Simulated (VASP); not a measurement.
Wanted: the native input for a VASP 6.6.1 run.

```
Task                   : relaxation of cell and atoms
Functional             : PBE
Potentials or basis    : VASP PAW PBE potentials, release 64 (Be, Br)
Cutoff                 : 600 eV
k mesh                 : 10 × 10 × 10
Occupations            : gaussian, width 0.1 eV
Spin                   : no spin polarisation
Dipole correction      : no
Further INCAR settings : ALGO = Normal; EDIFF = 1e-07; IBRION = 2; EDIFFG = -0.01; NSW = 100; ISIF = 3
```

The structure of BeBr3 lies in POSCAR:

```
BeBr3
1.0
    4.5525083427      0.0000000000      0.0000000000
    0.0000000000      4.5525083427      0.0000000000
    0.0000000000      0.0000000000      4.5525083427
Be Br
1 3
Direct
    0.0000000000      0.0000000000      0.0000000000
    0.0000000000      0.5000000000      0.5000000000
    0.5000000000      0.0000000000      0.5000000000
    0.5000000000      0.5000000000      0.0000000000
```

One way to write it, as run:

INCAR

```
PREC = Accurate ; ENCUT = 600
EDIFF = 1E-7 ; ISMEAR = 0
SIGMA = 0.1 ; LREAL = False
LASPH = True ; NELM = 100
ALGO = Normal ; ISIF = 3
LWAVE = False ; LCHARG = False
GGA = PE ; IBRION = 2
NSW = 100 ; EDIFFG = -0.01
```

KPOINTS

```
Automatic mesh
0
Gamma
  10 10 10
```

Potentials or basis: VASP PAW PBE potentials, release 64 (Be, Br).

The run is started by

```sh
$ cat potpaw_PBE.64/Be/POTCAR potpaw_PBE.64/Br/POTCAR > POTCAR
$ mpirun -np 1 vasp_std > vasp.out
```

It gave:

The relaxed volume is 24.16 Å³/atom and the relaxed cell is a = 4.589 Å, b = 4.589 Å, c = 4.589 Å, α = 90.00°, β = 90.00°, γ = 90.00°. The space group after relaxing (to 0.05 Å) is Pm-3m (No. 221) and the energy gained by relaxing is 1.4 meV/atom. The ionic steps are 3. The pressure after relaxing is 0.0 GPa.

Caveat: an odd number of electrons without spin polarisation forces a metal; a magnetic or distorted state may lie lower.

It took 3.5 min on 1 thread of Oxide Virtual Turin-like Processor, with other jobs on the host, peak memory 0.24 GiB.
